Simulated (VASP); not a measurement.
# Al31N32 (a cell with a defect) in VASP: a series of runs, part 3 of 3

VASP 6.6.1. Earlier steps stand in the parts before.

## (4) Single point, PBEsol

INCAR

```
SYSTEM = Al31N32
ALGO = Normal
EDIFF = 1E-6
ENCUT = 520
GGA = PS
ISIF = 2
ISMEAR = -1
ISYM = 0
LASPH = .TRUE.
LCHARG = .FALSE.
LREAL = Auto
LWAVE = .FALSE.
NBANDS = 164
NELECT = 256.0
NELM = 60
PREC = Accurate
SIGMA = 0.05
```

KPOINTS

```
Automatic mesh
0
Gamma
  1 1 1
  0.25 0.25 0.25
```

POSCAR

```
Al31N32
1.0
    8.7554440000      0.0000000000      0.0000000000
    0.0000000000      8.7554440000      0.0000000000
    0.0000000000      0.0000000000      8.7554440000
Al N
31 32
Direct
    0.0001560000      0.9995670000      0.0000840000
    0.0001060000      0.9995370000      0.5001480000
    0.0000940000      0.4996340000      0.0000460000
    0.0001990000      0.4995880000      0.5000970000
    0.5002360000      0.9995080000      0.0000550000
    0.5002150000      0.9995600000      0.5001010000
    0.5001100000      0.4995360000      0.0000720000
    0.2506680000      0.2500520000      0.9990620000
    0.2533460000      0.2527320000      0.5030130000
    0.2504880000      0.7492050000      0.0012060000
    0.2531830000      0.7465940000      0.4974630000
    0.7497700000      0.2499120000      0.0012060000
    0.7471900000      0.2526250000      0.4974190000
    0.7496510000      0.7490540000      0.9988360000
    0.7468540000      0.7462440000      0.5024930000
    0.2506860000      0.9985460000      0.2506130000
    0.2505330000      0.0006780000      0.7497050000
    0.2532990000      0.5024450000      0.2532570000
    0.2531460000      0.4969540000      0.7470920000
    0.7497650000      0.0006610000      0.2504440000
    0.7496800000      0.9982970000      0.7496010000
    0.7471350000      0.4968530000      0.2531100000
    0.7468800000      0.5019660000      0.7468180000
    0.9991920000      0.2500630000      0.2505940000
    0.0012650000      0.2499150000      0.7497320000
    0.0012500000      0.7492010000      0.2504470000
    0.9988680000      0.7491020000      0.7495880000
    0.5030060000      0.2527120000      0.2532670000
    0.4975350000      0.2526100000      0.7470450000
    0.4974690000      0.7464790000      0.2531300000
    0.5025410000      0.7462910000      0.7468500000
    0.1251030000      0.1244650000      0.1249450000
    0.1232160000      0.1225870000      0.6249810000
    0.1232070000      0.6244980000      0.1230550000
    0.1244040000      0.6254080000      0.6258760000
    0.6251630000      0.1225620000      0.1230400000
    0.6260270000      0.1237810000      0.6258540000
    0.6259990000      0.6253670000      0.1242340000
    0.6379230000      0.6373430000      0.6378500000
    0.3746860000      0.3740440000      0.1243050000
    0.3626400000      0.3620670000      0.6379810000
    0.3755010000      0.8767890000      0.1230480000
    0.3744520000      0.8756750000      0.6258170000
    0.8774360000      0.3748350000      0.1230420000
    0.8763050000      0.3738430000      0.6258220000
    0.8754250000      0.8747760000      0.1247670000
    0.8771370000      0.8765170000      0.6247580000
    0.3746680000      0.1238030000      0.3745350000
    0.3755260000      0.1225850000      0.8772810000
    0.3625900000      0.6374660000      0.3625500000
    0.3744590000      0.6253660000      0.8761370000
    0.8774240000      0.1225420000      0.3753190000
    0.8754520000      0.1243290000      0.8752480000
    0.8762690000      0.6253080000      0.3743120000
    0.8771530000      0.6243050000      0.8769770000
    0.1244570000      0.3740390000      0.3745440000
    0.1232030000      0.3748950000      0.8772950000
    0.1231710000      0.8767990000      0.3753480000
    0.1249600000      0.8748140000      0.8752560000
    0.6380800000      0.3619770000      0.3625070000
    0.6259860000      0.3738460000      0.8761260000
    0.6259320000      0.8756310000      0.3743060000
    0.6249340000      0.8765350000      0.8769800000
```

Potentials or basis: VASP PAW PBE potentials, release 64 (Al, N).

The run is started by

```
$ cat potpaw_PBE.64/Al/POTCAR potpaw_PBE.64/N/POTCAR > POTCAR
$ mpirun -np 1 vasp_std > vasp.out
```

OUTCAR:

```text
SYSTEM = Al31N32
   EDIFF = 1E-6
   ENCUT = 520
   GGA = PS
   ISIF = 2
   ISMEAR = -1
   ISYM = 0
   LASPH = .TRUE.
   LREAL = Auto
   NELECT = 256.0
   NELM = 60
   PREC = Accurate

 ion  position               nearest neighbor table
   1  0.000  1.000  0.000-  46 1.89  53 1.89  59 1.89  32 1.89  10 3.10  25 3.10  26 3.10  12 3.10
                            20 3.10  17 3.10  21 3.10  27 3.10   8 3.10  24 3.10  14 3.10  16 3.10
   2  0.000  1.000  0.500-  52 1.87  47 1.87  58 1.87  33 1.88  27 3.09  21 3.09  25 3.10  17 3.10
                            26 3.10  20 3.10  24 3.10  16 3.10  13 3.13  11 3.13   9 3.14  15 3.14
   3  0.000  0.500  0.000-  44 1.87  57 1.87  55 1.87  34 1.88  14 3.09  27 3.10  10 3.10  26 3.10
                            25 3.10  12 3.10  24 3.10   8 3.10  19 3.13  22 3.13  18 3.14  23 3.14
   4  0.000  0.500  0.500-  56 1.90  45 1.90  54 1.90  35 1.90  27 3.09  24 3.09  26 3.09  25 3.09
                            19 3.10  18 3.10  13 3.10  11 3.10  15 3.10   9 3.10  23 3.10  22 3.10
   5  0.500  1.000  0.000-  42 1.87  49 1.87  63 1.87  36 1.88  14 3.09  21 3.09  20 3.10  12 3.10
                            10 3.10  17 3.10  16 3.10   8 3.10  30 3.13  29 3.13  28 3.14  31 3.14
   6  0.500  1.000  0.500-  48 1.90  43 1.90  62 1.90  37 1.90  21 3.09  16 3.09  20 3.09  17 3.09
                            15 3.10  28 3.10  29 3.10  11 3.10  31 3.10  13 3.10   9 3.10  30 3.10
   7  0.500  0.500  0.000-  40 1.90  51 1.90  61 1.90  38 1.90   8 3.09  14 3.09  12 3.09  10 3.09
                            19 3.10  29 3.10  31 3.10  30 3.10  18 3.10  28 3.10  23 3.10  22 3.10
   8  0.251  0.250  0.999-  40 1.89  57 1.89  49 1.89  32 1.91  17 3.09  25 3.09  19 3.09  29 3.09
                             7 3.09   5 3.10   3 3.10   1 3.10  24 3.11  16 3.11  28 3.14  18 3.14
   9  0.253  0.253  0.503-  41 1.80  56 1.91  48 1.92  33 1.93  29 3.02  19 3.02  17 3.09  25 3.09
[... 63 lines left out ...]
  50  0.363  0.637  0.363-  30 1.80  11 1.80  18 1.80
  51  0.374  0.625  0.876-  10 1.88   7 1.90  31 1.91  19 1.92
  52  0.877  0.123  0.375-   2 1.87  24 1.89  20 1.89  13 1.93
  53  0.875  0.124  0.875-   1 1.89  25 1.91  12 1.91  21 1.91
  54  0.876  0.625  0.374-  26 1.88   4 1.90  15 1.91  22 1.92
  55  0.877  0.624  0.877-   3 1.87  27 1.89  14 1.89  23 1.94
  56  0.124  0.374  0.375-  24 1.89   4 1.90  18 1.91   9 1.91
  57  0.123  0.375  0.877-   3 1.87   8 1.89  25 1.89  19 1.93
  58  0.123  0.877  0.375-   2 1.87  16 1.89  26 1.89  11 1.93
  59  0.125  0.875  0.875-   1 1.89  17 1.91  10 1.91  27 1.91
  60  0.638  0.362  0.363-  22 1.80  13 1.80  28 1.80
  61  0.626  0.374  0.876-  12 1.88   7 1.90  23 1.91  29 1.92
  62  0.626  0.876  0.374-  20 1.88   6 1.90  15 1.91  30 1.92
[... 238 lines left out ...]
 number of electron     255.9999965 magnetization

 Free energy of the ion-electron system (eV)
  ---------------------------------------------------
  ext. energy  EPLUGINS =         0.00000000
  ---------------------------------------------------
  free energy    TOTEN  =      -465.88558993 eV

  energy without entropy =     -465.88558993  energy(sigma->0) =     -465.88558993

 E-fermi :   8.2248     XC(G=0): -11.0528

 val. band max:        6.9359815914   @ k =  -0.2500   0.2500   0.2500
 cond. band min:       9.6187418223   @ k =  -0.2500  -0.2500   0.2500
 fundamental gap:      2.6827602309
 Fermi energy:         8.2247802122

 k-point     1 :       0.2500    0.2500    0.2500
  band No.  band energies     occupation
      1      -9.2710      2.00000
      2      -8.7149      2.00000
      3      -8.7148      2.00000
      4      -8.6283      2.00000
      5      -8.2166      2.00000
      6      -8.2164      2.00000
[... 561 lines left out ...]
    139      11.2982      0.00000
    140      11.3075      0.00000
 [bands above 140 left out]

------------------------ aborting loop because EDIFF is reached ----------------------------------------

  FORCE on cell =-STRESS in cart. coord.  units (eV):
  Direction    XX          YY          ZZ          XY          YZ          ZX
  --------------------------------------------------------------------------------------
  -------------------------------------------------------------------------------------
  Total       33.9473224     33.9504936     33.9441036     -0.1407056     -0.3476909     -0.2677067
  in kB       81.0366696     81.0442396     81.0289857     -0.3358825     -0.8299833     -0.6390506
  external PRESSURE =      81.0366316 kB  Pullay stress =       0.0000000 kB

 VOLUME and BASIS-vectors are now :
 -----------------------------------------------------------------------------
  energy-cutoff  :      520.00
  volume of cell :      671.17
      direct lattice vectors                 reciprocal lattice vectors
     8.755444000  0.000000000  0.000000000     0.114214653  0.000000000  0.000000000
     0.000000000  8.755444000  0.000000000     0.000000000  0.114214653  0.000000000
     0.000000000  0.000000000  8.755444000     0.000000000  0.000000000  0.114214653

 POSITION                                       TOTAL-FORCE (eV/Angst)
 -----------------------------------------------------------------------------------
      0.00137      8.75165      0.00074         0.015297      0.014045      0.003798
      0.00093      8.75139      4.37902         0.015090      0.011699      0.004634
      0.00082      4.37452      0.00040         0.015942      0.014867      0.003752
      0.00174      4.37411      4.37857         0.014454      0.015594      0.008483
      4.37979      8.75114      0.00048         0.015026      0.012891      0.002630
      4.37960      8.75159      4.37861         0.011001      0.017082      0.007727
[... 55 lines left out ...]
      5.48031      7.66654      3.27722        -0.008008     -0.025044      0.000805
      5.47157      7.67445      7.67835        -0.015324     -0.000865      0.011618
 -----------------------------------------------------------------------------------
    total drift:                               -0.007515      0.016079     -0.007474

  FREE ENERGIE OF THE ION-ELECTRON SYSTEM (eV)
  ---------------------------------------------------
  free  energy   TOTEN  =      -465.8855899293 eV

  energy  without entropy=     -465.8855899293  energy(sigma->0) =     -465.88558993
```

OSZICAR:

```text
N       E                     dE             d eps       ncg     rms          rms(c)
DAV:   1     0.113922705789E+04    0.11392E+04   -0.11974E+05  1312   0.141E+03
DAV:   2    -0.418425243383E+03   -0.15577E+04   -0.14912E+04  1648   0.282E+02
DAV:   3    -0.539279285082E+03   -0.12085E+03   -0.11985E+03  1536   0.835E+01
DAV:   4    -0.541408323578E+03   -0.21290E+01   -0.21191E+01  1520   0.120E+01
DAV:   5    -0.541458722880E+03   -0.50399E-01   -0.50350E-01  1544   0.181E+00    0.477E+01
DAV:   6    -0.466951289843E+03    0.74507E+02   -0.31800E+02  1472   0.363E+01    0.174E+01
DAV:   7    -0.466584327880E+03    0.36696E+00   -0.10113E+01  1440   0.750E+00    0.115E+01
DAV:   8    -0.465975690694E+03    0.60864E+00   -0.15088E+00  1472   0.318E+00    0.224E+00
DAV:   9    -0.465879742141E+03    0.95949E-01   -0.23890E-01  1568   0.146E+00    0.997E-01
DAV:  10    -0.465885718179E+03   -0.59760E-02   -0.13698E-01  1404   0.744E-01    0.651E-01
DAV:  11    -0.465886657656E+03   -0.93948E-03   -0.28402E-02  1600   0.413E-01    0.299E-01
DAV:  12    -0.465885482175E+03    0.11755E-02   -0.72305E-03  1496   0.234E-01    0.597E-02
DAV:  13    -0.465885594704E+03   -0.11253E-03   -0.14478E-03  1440   0.838E-02    0.380E-02
DAV:  14    -0.465885593323E+03    0.13812E-05   -0.45441E-05  1504   0.174E-02    0.211E-02
DAV:  15    -0.465885592719E+03    0.60336E-06   -0.61081E-05  1408   0.180E-02    0.145E-02
DAV:  16    -0.465885590343E+03    0.23765E-05   -0.84684E-06  1344   0.836E-03    0.990E-03
DAV:  17    -0.465885589929E+03    0.41368E-06   -0.21262E-06   808   0.324E-03
   1 F= -.46588559E+03 E0= -.46588559E+03  d E =-.389804E-10
```

Run time: 12 min. Hardware: 1 thread of Intel Xeon Platinum 8488C (Sapphire Rapids), shared host; peak memory 0.82 GiB.

What came out:

* Free energy: -465.8856 eV
* Largest force: 0.047 eV/Å

Forces in eV/Å, atoms in the order of the input:
```
Al   0.015  0.014  0.004
Al   0.015  0.012  0.005
Al   0.016  0.015  0.004
Al   0.014  0.016  0.008
Al   0.015  0.013  0.003
Al   0.011  0.017  0.008
Al   0.024  0.021  0.008
Al   0.011  0.010  0.005
Al   0.006  0.002 -0.027
Al   0.022  0.017  0.004
Al   0.003  0.015  0.015
Al   0.024  0.015  0.001
Al   0.020 -0.007  0.020
Al   0.015  0.011  0.000
Al   0.035  0.032  0.000
Al   0.008  0.010  0.000
Al   0.018  0.013  0.014
Al   0.009 -0.021 -0.001
Al   0.009  0.016  0.013
Al   0.025  0.007  0.007
Al   0.013  0.012  0.000
Al   0.026  0.029 -0.007
Al   0.033  0.010  0.022
Al   0.010  0.006  0.001
Al   0.018  0.018  0.008
Al   0.017  0.014  0.008
Al   0.018  0.007  0.004
Al  -0.013  0.001 -0.003
Al   0.021 -0.001  0.017
Al   0.030  0.025 -0.008
Al   0.015  0.029  0.018
N   -0.011 -0.011 -0.004
N   -0.015 -0.010 -0.012
N   -0.017 -0.017 -0.002
N   -0.023 -0.010 -0.006
N   -0.027 -0.009  0.000
N   -0.012 -0.016 -0.006
N   -0.017 -0.017 -0.007
N   -0.019 -0.021 -0.011
N   -0.028 -0.022  0.002
N   -0.009 -0.006 -0.013
N   -0.019 -0.023  0.001
N   -0.004 -0.023 -0.001
N   -0.026 -0.012  0.000
N   -0.027 -0.003 -0.003
N   -0.014 -0.006  0.005
N   -0.005  0.002 -0.005
N   -0.020 -0.004 -0.012
N   -0.017 -0.009 -0.018
N   -0.011 -0.019 -0.004
N   -0.012 -0.010 -0.013
N   -0.024 -0.003 -0.007
N   -0.017 -0.006  0.002
N   -0.026 -0.008  0.001
N   -0.005 -0.011  0.011
N   -0.008 -0.020 -0.015
N   -0.013 -0.016 -0.017
N   -0.009 -0.020 -0.007
N   -0.011 -0.009  0.000
N   -0.020 -0.008 -0.005
N   -0.014 -0.007 -0.015
N   -0.008 -0.025  0.001
N   -0.015 -0.001  0.012
```

Caveat: the cell carries a net charge on a neutralising background, which shifts energy and pressure; the cell is charged against a uniform background, so pressure and absolute levels hang on convention; the PAW data sets were made with another functional, which shifts forces and pressure a little.
